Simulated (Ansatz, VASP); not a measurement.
One calculation of MgO, two programs

The input POSCAR:

```
MgO
1.0
    0.0000000000      2.1021680256      2.1021680256
    2.1021680256      0.0000000000      2.1021680256
    2.1021680256      2.1021680256      0.0000000000
Mg O
1 1
Direct
    0.0000000000      0.0000000000      0.0000000000
    0.5000000000      0.5000000000      0.5000000000
```

File INCAR.step1:

```
SYSTEM = MgO
  PREC = Accurate
  ENCUT = 520
  ISMEAR = 0
  SIGMA = 0.01
  LREAL = .FALSE.
  LASPH = .TRUE.
  NELM = 100
  NBANDS = 11
  GGA = PE
  ALGO = Normal
  EDIFF = 1E-4
  LWAVE = .TRUE.
  LCHARG = .FALSE.
```

File INCAR.step2:

```
SYSTEM = MgO
  PREC = Accurate
  ENCUT = 520
  EDIFF = 1E-6
  ISMEAR = 0
  SIGMA = 0.01
  LREAL = .FALSE.
  LASPH = .TRUE.
  NELM = 100
  ALGO = Normal
  ISIF = 2
  LWAVE = .FALSE.
  LCHARG = .TRUE.
  METAGGA = R2SCAN
  LMIXTAU = .TRUE.
  LELF = .TRUE.
  LVHAR = .TRUE.
  NBANDS = 11
  ISTART = 1
```

Contents of KPOINTS:

```
regular mesh
0
G
  10 10 10
  0 0 0
```

Input for Ansatz:

```yaml
crystal:
  lattice:
    - [0.0, 2.1021680256, 2.1021680256]
    - [2.1021680256, 0.0, 2.1021680256]
    - [2.1021680256, 2.1021680256, 0.0]
  atoms:
    - { symbol: Mg, position: [0.0, 0.0, 0.0] }
    - { symbol: O, position: [0.5, 0.5, 0.5] }
kpoints:
  mp_grid: { grid: [10, 10, 10] }
  band_path:
    path:
      - [0.0, 0.0, 0.0]
      - [0.5, 0.0, 0.5]
      - [0.625, 0.25, 0.625]
      - [0.375, 0.375, 0.75]
      - [0.5, 0.5, 0.5]
      - [0.5, 0.25, 0.75]
    npoints: 1
hamiltonian:
  xc: r2scan
scf:
  occupations: { method: fixed }
  n_extra_bands: 4
output:
  forces: true
  stress: true
  eigenvalues: true
```

Alike in both runs: task single point; functional r2SCAN; k mesh 10 × 10 × 10; no spin polarisation.

|  | VASP | Ansatz |
| --- | --- | --- |
| version | VASP 6.6.1 | Ansatz 0.2.0 |
| potentials or method | VASP PAW PBE potentials, release 64 (Mg, O) | plane waves, PAW |
| plane-wave cutoff (eV) | 520 | 500 |
| occupations | gaussian, width 0.01 eV | fixed |
| valence electrons in the cell | 8 | 16 |

Ansatz gave:

| Item | Value |
| --- | --- |
| gap on the k mesh at the Fermi level (eV) | 5.68 |
| pressure (GPa) | 0.0 |

**Question.** Which values does VASP return?

**Answer.** gap on the k mesh at the Fermi level (eV): 5.66; pressure (GPa): -1.1.

VASP's potentials were made for PBE, not for r2SCAN. VASP's potentials hold 8 valence electrons a cell and Ansatz's 16, so a difference there can come from the potentials and not from the codes.
